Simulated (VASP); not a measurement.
Write the native input for VASP 6.6.1 that does the following.

| Quantity | Value |
| --- | --- |
| Task | single point |
| Functional | PBE |
| Potentials or basis | VASP PAW PBE potentials, release 64 (Co, F) |
| Cutoff | 520 eV |
| k mesh | 10 × 10 × 10 |
| Occupations | gaussian, width 0.1 eV |
| Spin | collinear spin, ferromagnetic start |
| Starting moments | [2.13, 2.13, 2.13, 2.13, 0.17] μB |
| Dipole correction | no |
| Further INCAR settings | ALGO = Normal; EDIFF = 1e-06; NBANDS = 34 |

The structure of Co4F lies in POSCAR:

```
Co4F
1.0
    3.9354752767      0.0000000000      0.0000000000
    0.0000000000      3.9354752767      0.0000000000
    0.0000000000      0.0000000000      3.9354752767
Co F
4 1
Direct
    0.5000000000      0.0000000000      0.0000000000
    0.0000000000      0.5000000000      0.0000000000
    0.0000000000      0.0000000000      0.5000000000
    0.5000000000      0.5000000000      0.5000000000
    0.0000000000      0.0000000000      0.0000000000
```

The cell was generated, and may not be a known phase.

The input as run:

INCAR

```
SYSTEM = Co4F
  PREC = Accurate
  ENCUT = 520
  EDIFF = 1E-6
  ISMEAR = 0
  SIGMA = 0.1
  LREAL = .False.
  LASPH = .True.
  NELM = 150
  ALGO = Normal
  ISIF = 2
  LWAVE = .False.
  LCHARG = .False.
  ISPIN = 2
  MAGMOM = 2.13 2.13 2.13 2.13 0.17
  LORBIT = 11
  LMAXMIX = 4
  GGA = PE
  NBANDS = 34
```

KPOINTS

```
regular mesh
0
Gamma
  10 10 10
  0 0 0
```

Potentials or basis: VASP PAW PBE potentials, release 64 (Co, F).

Command:

```console
$ cat potpaw_PBE.64/Co/POTCAR potpaw_PBE.64/F/POTCAR > POTCAR
$ mpirun -np 1 vasp_std > vasp.out
```

Results of the run:

* Pressure: 0.0 GPa
* Net moment: 7.61 μB per cell
* Site moments: Co +1.93, +1.90 (each value once); F +0.14 μB
* Valence electrons inside the program's atomic spheres: Co 7.97, 7.84 (each value once); F 6.16

Run time: 2.6 min on 1 thread of Intel(R) Xeon(R) 6975P-C (Granite Rapids), on a shared host, peak memory 0.29 GiB.
